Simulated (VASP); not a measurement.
The system is GePt.

```
CELL_PARAMETERS angstrom
5.81000 0.00000 0.00000
0.00000 3.76000 0.00000
0.00000 0.00000 6.19000
ATOMIC_POSITIONS crystal
Ge 0.19500 0.25000 0.59000
Ge 0.30500 0.75000 0.09000
Ge 0.80500 0.75000 0.41000
Ge 0.69500 0.25000 0.91000
Pt 0.49950 0.25000 0.30900
Pt 0.00050 0.75000 0.80900
Pt 0.50050 0.75000 0.69100
Pt 0.99950 0.25000 0.19100
```

- Program: VASP 6.6.1
- Task: relaxation of cell and atoms
- Functional: PBE
- Potentials or basis: VASP PAW PBE potentials, release 64 (Ge_d, Pt)
- Cutoff: 600 eV
- k mesh: 3 × 4 × 3
- Occupations: gaussian, width 0.2 eV
- Spin: no spin polarisation

At the start: pressure 0.5 GPa; volume 16.90 Å³/atom.

Problem. How do energy, volume and symmetry change on relaxing?

Solution. Over 6 steps the energy falls by 5.4 meV/atom and the volume is 16.93 Å³/atom (+0.1 %); space group Pnma (No. 62, to 0.1 Å) before and after.

Step by step:
| step | energy change (eV) | largest force (eV/Å) | pressure (GPa) | volume (Å³) |
| --- | --- | --- | --- | --- |
| 1 | 0.0000 | 0.3868 | 0.51 | 135.22 |
| 2 | -0.0344 | 0.1233 | -0.86 | 136.28 |
| 3 | -0.0347 | 0.1178 | -0.97 | 136.39 |
| 4 | -0.0379 | 0.1150 | 1.10 | 134.61 |
| 5 | -0.0403 | 0.1129 | 0.28 | 135.30 |
| 6 | -0.0433 | 0.0634 | 0.20 | 135.42 |

Final structure:
```
Ge Pt
1.0
     5.82559    0.00000    0.00000
     0.00000    3.74380    0.00000
     0.00000    0.00000    6.20923
Ge Pt
4 4
Direct
  0.19048 0.25000 0.58944
  0.30952 0.75000 0.08944
  0.80952 0.75000 0.41056
  0.69048 0.25000 0.91056
  0.49794 0.25000 0.30466
  0.00206 0.75000 0.80466
  0.50206 0.75000 0.69534
  0.99794 0.25000 0.19534
```

Caveat: the k points lie up to 0.42 Å⁻¹ apart in the final cell, too coarse for converged energies and pressures of a metal; the relaxation stopped at a loose force limit of 0.08 eV/Å, so its end isn't a converged minimum.
